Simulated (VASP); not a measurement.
# Bi (Im-3m) in VASP: settings compared

Aim: see how the results for Bi move with the level of theory and the settings. Levels: PBE, BLYP+D3(BJ), PBE+D3(BJ). Tasks: single point, relaxation of cell and atoms.

Program: VASP 6.6.1. These are calculated values, not measurements. Logs are shortened: lines on timing, memory, paths and dates and some standing lists are left out, and cuts for length are marked.

**1. The cell of the first run**

It takes space group Im-3m (No. 229, cubic). Conventional cell: a = 3.963 Å, b = 3.963 Å, c = 3.963 Å, α = 90.00°, β = 90.00°, γ = 90.00°. Within 4.5 Å of Bi (site symmetry m-3m) lie 14 Bi at 3.43 to 3.96 Å.

**2. Single point, PBE**

Contents of INCAR:

```
SYSTEM = Bi
PREC     = Accurate       ! precision mode
ENCUT    = 520            ! plane-wave cutoff, eV
EDIFF    = 1E-6           ! SCF threshold, eV
ISMEAR   = 0              ! smearing method
SIGMA    = 0.025          ! smearing width, eV
LREAL    = .FALSE.        ! projectors in reciprocal space
LASPH    = .TRUE.         ! aspherical terms in the spheres
NELM     = 80             ! most SCF steps
ALGO     = Normal         ! electronic algorithm
ISIF     = 2              ! what is computed and relaxed
LWAVE    = .FALSE.        ! write WAVECAR
LCHARG   = .FALSE.        ! write CHGCAR
GGA      = PE             ! functional
NBANDS   = 14             ! bands
```

Contents of KPOINTS:

```
Automatic mesh
0
G
  9 9 9
  0 0 0
```

Contents of POSCAR:

```
Bi
1.0
   -1.9814305318      1.9814305318      1.9814305318
    1.9814305318     -1.9814305318      1.9814305318
    1.9814305318      1.9814305318     -1.9814305318
Bi
1
Direct
    0.0000000000      0.0000000000      0.0000000000
```

Potentials or basis: VASP PAW PBE potentials, release 64 (Bi_d).

Command:

```sh
$ cat potpaw_PBE.64/Bi_d/POTCAR > POTCAR
$ mpirun -np 1 vasp_std > vasp.out
```

OUTCAR:

```text
SYSTEM = Bi
   PREC = Accurate
   ENCUT = 520
   EDIFF = 1E-6
   ISMEAR = 0
   LREAL = .FALSE.
   LASPH = .TRUE.
   NELM = 80
   ISIF = 2
   GGA = PE

 ion  position               nearest neighbor table
   1  0.000  0.000  0.000-

  LATTYP: Found a body centered cubic cell.
 ALAT       =     3.9628610636

  Lattice vectors:

 A1 = (  -1.9814305318,   1.9814305318,   1.9814305318)
 A2 = (   1.9814305318,  -1.9814305318,   1.9814305318)
 A3 = (   1.9814305318,   1.9814305318,  -1.9814305318)

Analysis of symmetry for initial positions (statically):
=====================================================================
 Subroutine PRICEL returns:
 Original cell was already a primitive cell.

 Routine SETGRP: Setting up the symmetry group for a
 body centered cubic supercell.

 Subroutine GETGRP returns: Found 48 space group operations
[... 9 lines left out ...]

 Routine SETGRP: Setting up the symmetry group for a
 body centered cubic supercell.

 Subroutine GETGRP returns: Found 48 space group operations
[... 11 lines left out ...]
                                     Primitive cell

  volume of cell :      31.1169

  direct lattice vectors                    reciprocal lattice vectors
    -1.981430532  1.981430532  1.981430532     0.000000000  0.252342937  0.252342937
     1.981430532 -1.981430532  1.981430532     0.252342937  0.000000000  0.252342937
     1.981430532  1.981430532 -1.981430532     0.252342937  0.252342937  0.000000000

  length of vectors
     3.431938353  3.431938353  3.431938353     0.356866804  0.356866804  0.356866804

  position of ions in fractional coordinates (direct lattice)
     0.000000000  0.000000000  0.000000000

  ion indices of the primitive-cell ions
   primitive index   ion index
                 1           1

----------------------------------------------------------------------------------------

 KPOINTS: Automatic mesh

Automatic generation of k-mesh.
 Grid dimensions read from file:
 generate k-points for:    9    9    9

 Generating k-lattice:

  Cartesian coordinates                     Fractional coordinates (reciprocal lattice)
     0.000000000  0.028038104  0.028038104     0.111111111  0.000000000  0.000000000
     0.028038104  0.000000000  0.028038104     0.000000000  0.111111111  0.000000000
     0.028038104  0.028038104  0.000000000     0.000000000  0.000000000  0.111111111

  Length of vectors
     0.039651867  0.039651867  0.039651867

  Shift w.r.t. Gamma in fractional coordinates (k-lattice)
[... 45 lines left out ...]
   ICHARG =      2    charge: 1-file 2-atom 10-const
   ISPIN  =      1    spin polarized calculation?
   LNONCOLLINEAR =      F non collinear calculations
   LSORBIT =      F    spin-orbit coupling
   LASPH  =      T    aspherical Exc in radial PAW
   ENCUT  =  520.0 eV  38.22 Ry    6.18 a.u.   6.38  6.38  6.38*2*pi/ulx,y,z
   NELM   =     80;   NELMIN=  2; NELMDL= -5     # of ELM steps
   EDIFF  = 0.1E-05   stopping-criterion for ELM
   LREAL  =      F    real-space projection
   EDIFFG = 0.1E-04   stopping-criterion for IOM
   NSW    =      0    number of steps for IOM
   IBRION =     -1    ionic relax: 0-MD 1-quasi-New 2-CG
[... 8 lines left out ...]
   EMIN   =  10.00;   EMAX   =-10.00  energy-range for DOS
   EFERMI =   0.00;   METHOD = LEGACY
   ISMEAR =     0;   SIGMA  =   0.03  broadening in eV -4-tet -1-fermi 0-gaus
   EFERMI_NEDOS =   21; number of points for ismear=-14 and -15
   IALGO  =     38    algorithm
   IMIX   =      4    mixing-type and parameters
     AMIX     =   0.40;   BMIX     =  1.00
     AMIX_MAG =   1.60;   BMIX_MAG =  1.00
  volume/ion in A,a.u.               =      31.12       209.99
  Fermi-wavevector in a.u.,A,eV,Ry     =   1.283630  2.425708 22.418388  1.647705
  Thomas-Fermi vector in A             =   2.415871
   LORBIT       =      0    0 simple, 1 ext, 2 COOP (PROOUT), +10 PAW based schemes
   GGA     = PE    functional components
   LHFCALC =     F    Hartree Fock is set to
   AEXX    =    0.0000 exact exchange contribution
   IVDW    =     0    specifies the selected vdW correction
   LEPSILON=     F    determine dielectric tensor
   LRPA    =     F    only Hartree local field effects (RPA)
 non-spin polarized calculation
 Gauss-broadening in eV      SIGMA  =   0.03
  energy-cutoff  :      520.00
  volume of cell :       31.12
 maximum number of plane-waves:       887
 NGX is ok and might be reduce to    28
   NGX = 13   NGY = 13   NGZ = 13

 number of electron      14.9999994 magnetization

 Free energy of the ion-electron system (eV)
  ---------------------------------------------------
  ext. energy  EPLUGINS =         0.00000000
  ---------------------------------------------------
  free energy    TOTEN  =        -3.76716450 eV

  energy without entropy =       -3.76663978  energy(sigma->0) =       -3.76690214

 E-fermi :   7.9343     XC(G=0): -10.2914

 val. band max:        7.9101544568   @ k =   0.2222   0.0000   0.0000
 cond. band min:       7.9408744115   @ k =  -0.2222   0.2222   0.1111
 fundamental gap:      0.0307199547
 Fermi energy:         7.9343200964

 k-point     1 :       0.0000    0.0000    0.0000
  band No.  band energies     occupation
      1     -15.1153      2.00000
      2     -15.1153      2.00000
      3     -15.1153      2.00000
      4     -14.9874      2.00000
      5     -14.9874      2.00000
      6      -5.5996      2.00000
      7      13.0412      0.00000
      8      13.0412      0.00000
      9      13.0412      0.00000
     10      17.0519      0.00000
     11      18.3960      0.00000
     12      18.3960      0.00000
     13      18.3960      0.00000
     14      19.5992      0.00000
[... 377 lines left out ...]
      1     -15.1046      2.00000
      2     -15.0709      2.00000
      3     -15.0279      2.00000
      4     -14.9913      2.00000
      5     -14.9169      2.00000
      6      -2.1288      2.00000
      7       3.5506      2.00000
      8       7.0743      2.00000
      9      10.5585      0.00000
     10      15.3114      0.00000
     11      16.7700      0.00000
     12      17.8311      0.00000
     13      19.3042      0.00000
     14      25.6237      0.00000

 [... further k-points ...]
[... 5 lines left out ...]
  --------------------------------------------------------------------------------------
  -------------------------------------------------------------------------------------
  Total        0.1514858      0.1514858      0.1514858      0.0000000     -0.0000000      0.0000000
  in kB        7.7998452      7.7998452      7.7998452      0.0000000     -0.0000000      0.0000000
  external PRESSURE =       7.7998452 kB  Pullay stress =       0.0000000 kB

 VOLUME and BASIS-vectors are now :
 -----------------------------------------------------------------------------
  energy-cutoff  :      520.00
  volume of cell :       31.12
      direct lattice vectors                 reciprocal lattice vectors
    -1.981430532  1.981430532  1.981430532     0.000000000  0.252342937  0.252342937
     1.981430532 -1.981430532  1.981430532     0.252342937  0.000000000  0.252342937
     1.981430532  1.981430532 -1.981430532     0.252342937  0.252342937  0.000000000

 POSITION                                       TOTAL-FORCE (eV/Angst)
 -----------------------------------------------------------------------------------
      0.00000      0.00000      0.00000        -0.000000      0.000000     -0.000000
 -----------------------------------------------------------------------------------
    total drift:                               -0.000000     -0.000000      0.000000

  FREE ENERGIE OF THE ION-ELECTRON SYSTEM (eV)
  ---------------------------------------------------
  free  energy   TOTEN  =        -3.7671644988 eV

  energy  without entropy=       -3.7666397830  energy(sigma->0) =       -3.76690214
```

Run time: 42 s. Hardware: 1 thread of AMD EPYC 7R13, shared host; peak memory 0.13 GiB.

Results:

```
Free energy : -3.7672 eV
Pressure    : 0.8 GPa
```

Caveat: spin-orbit coupling is left out, which moves the levels of the heavy elements.

**3. Single point, PBE**

Contents of INCAR:

```
SYSTEM = Bi
ALGO = Fast
EDIFF = 1E-7
ENCUT = 520
GGA = PE
ISIF = 2
ISMEAR = 0
LASPH = .True.
LCHARG = .False.
LREAL = .False.
LWAVE = .False.
NBANDS = 14
NELM = 60
PREC = Accurate
SIGMA = 0.026000000000000002
```

Contents of KPOINTS:

```
k-points
0
Gamma
  9 9 9
  0 0 0
```

POSCAR is that of step 2.

Potentials or basis: VASP PAW PBE potentials, release 64 (Bi_d).

Command:

```sh
$ cat potpaw_PBE.64/Bi_d/POTCAR > POTCAR
$ mpirun -np 1 vasp_std > vasp.out
```

It took 52 s on 1 thread of AMD EPYC 7R13, shared host; peak memory 0.12 GiB.

The run converged. Its results:

| Quantity | Value |
| --- | --- |
| Free energy | -3.7672 eV |
| Pressure | 0.8 GPa |

Levels at points of the mesh, in eV from the Fermi level:
```csv
k point,band 5,band 6,band 7,band 8,band 9,band 10
"(0.00, 0.00, 0.00)",-22.92,-13.53,5.11,5.11,5.11,9.12
```

Caveat: spin-orbit coupling is left out, which moves the levels of the heavy elements.

**4. Single point, BLYP+D3(BJ)**

This run uses another cell than the first one, of 30.52 Å³/atom, 0.981 times its volume.

Contents of INCAR:

```
PREC = Accurate
ENCUT = 520
EDIFF = 1E-7
ISMEAR = -1
SIGMA = 0.05
LREAL = False
LASPH = True
NELM = 80
ALGO = Normal
ISIF = 2
LWAVE = False
LCHARG = False
GGA = B5
ALDAX = 1.0
AGGAX = 1.0
AGGAC = 1.0
ALDAC = 0.0
IVDW = 12
VDW_S6 = 1.0
VDW_S8 = 2.6996
VDW_A1 = 0.4298
VDW_A2 = 4.2359
NBANDS = 14
```

Contents of KPOINTS:

```
regular mesh
0
Gamma
  9 9 9
```

Contents of POSCAR:

```
Bi
1.0
   -1.9687760336      1.9687760336      1.9687760336
    1.9687760336     -1.9687760336      1.9687760336
    1.9687760336      1.9687760336     -1.9687760336
Bi
1
Direct
    0.0000000000      0.0000000000      0.0000000000
```

Command:

```sh
$ cat potpaw_PBE.64/Bi_d/POTCAR > POTCAR
$ mpirun -np 1 vasp_std > vasp.out
```

Run time: 43 s. Hardware: 1 thread of AMD EPYC 7R13, shared host; peak memory 0.14 GiB.

Results (log left out):

| Item | Value |
| --- | --- |
| Free energy | -4.1637 eV |
| Pressure | 0.1 GPa |
| Dispersion energy per atom | -1.247 eV |

Levels at points of the mesh, in eV from the Fermi level:
```csv
k point,band 4,band 5,band 6,band 7,band 8,band 9,band 10,band 11
"(0.00, 0.00, 0.00)",-22.90,-22.90,-13.74,5.02,5.02,5.02,9.74,10.69
```

Caveat: the PAW data sets were made with another functional, which shifts forces and pressure a little; spin-orbit coupling is left out, which moves the levels of the heavy elements; pairwise dispersion overbinds metals, which lowers pressure and volume.

**5. Relaxation of cell and atoms, PBE+D3(BJ)**

Contents of INCAR:

```
PREC = Accurate
ENCUT = 600
EDIFF = 1E-6
ISMEAR = -1
SIGMA = 0.05
LREAL = F
LASPH = T
NELM = 60
ALGO = Normal
ISIF = 3
LWAVE = F
LCHARG = F
GGA = PE
IVDW = 12
IBRION = 2
NSW = 60
EDIFFG = -0.01
```

KPOINTS is that of step 4.

Contents of POSCAR:

```
Bi
1.0
   -1.9814305318      1.9814305318      1.9814305318
    1.9814305318     -1.9814305318      1.9814305318
    1.9814305318      1.9814305318     -1.9814305318
Bi
1
Direct
    0.0000000000      0.0000000000      0.0000000000
```

Command:

```sh
$ cat potpaw_PBE.64/Bi_d/POTCAR > POTCAR
$ mpirun -np 1 vasp_std > vasp.out
```

Run time: 66 s. Hardware: 1 thread of AMD EPYC 7R13, shared host; peak memory 0.15 GiB.

Results (log left out):

| Quantity | Value |
| --- | --- |
| Free energy | -4.2818 eV |
| Relaxed volume | 30.17 Å³/atom |
| Relaxed cell | a = 3.397 Å, b = 3.397 Å, c = 3.397 Å, α = 109.47°, β = 109.47°, γ = 109.47° |
| Space group after relaxing (to 0.05 Å) | Im-3m (No. 229) |
| Energy gained by relaxing | 5.2 meV/atom |
| Ionic steps | 3 |
| Pressure after relaxing | 0.0 GPa |
| Dispersion energy per atom | -0.522 eV |

The path:
```csv
step,energy change (eV),largest force (eV/Å),pressure (GPa),volume (Å³)
1,0.0000,0.0000,-1.72,31.12
2,-0.0035,0.0000,1.05,29.64
3,-0.0052,0.0000,0.02,30.17
```

Final structure:
```
Bi
1.0
    -1.96103    1.96103    1.96103
     1.96103   -1.96103    1.96103
     1.96103    1.96103   -1.96103
Bi
1
Cartesian
  0.0000 0.0000 0.0000
```

Levels at points of the mesh, in eV from the Fermi level:
```tsv
k point	band 5	band 6	band 7	band 8	band 9	band 10
(0.00, 0.00, 0.00)	-22.99	-13.81	5.28	5.28	5.28	9.47
```

Caveat: spin-orbit coupling is left out, which moves the levels of the heavy elements; pairwise dispersion overbinds metals, which lowers pressure and volume.

**6. The runs side by side**

| task | level | cell | cutoff (eV) | smearing | gap on the mesh (eV) | pressure (GPa) |
| --- | --- | --- | --- | --- | --- | --- |
| single point | PBE | a = 3.432 Å, angles 109.5°, 1 atom | 520 | gaussian 0.025 eV | none | 0.8 |
| single point | PBE | a = 3.432 Å, angles 109.5°, 1 atom | 520 | gaussian 0.026 eV | none | 0.8 |
| single point | BLYP+D3(BJ) | a = 3.410 Å, angles 109.5°, 1 atom | 520 | fermi-dirac 0.05 eV | none | 0.1 |
| relaxation of cell and atoms | PBE+D3(BJ) | relaxed from a = 3.432 Å, angles 109.5°, 1 atom | 600 | fermi-dirac 0.05 eV | none | 0.0 |

Alike in all rows: potentials or basis VASP PAW PBE potentials, release 64 (Bi_d); no spin polarisation; k mesh 9 × 9 × 9.

Caveats: spin-orbit coupling is left out, which moves the levels of the heavy elements; pairwise dispersion overbinds metals, which lowers pressure and volume (some runs); the PAW data sets were made with another functional, which shifts forces and pressure a little (some runs).

Absolute energies hang on the potentials; compare differences alone.
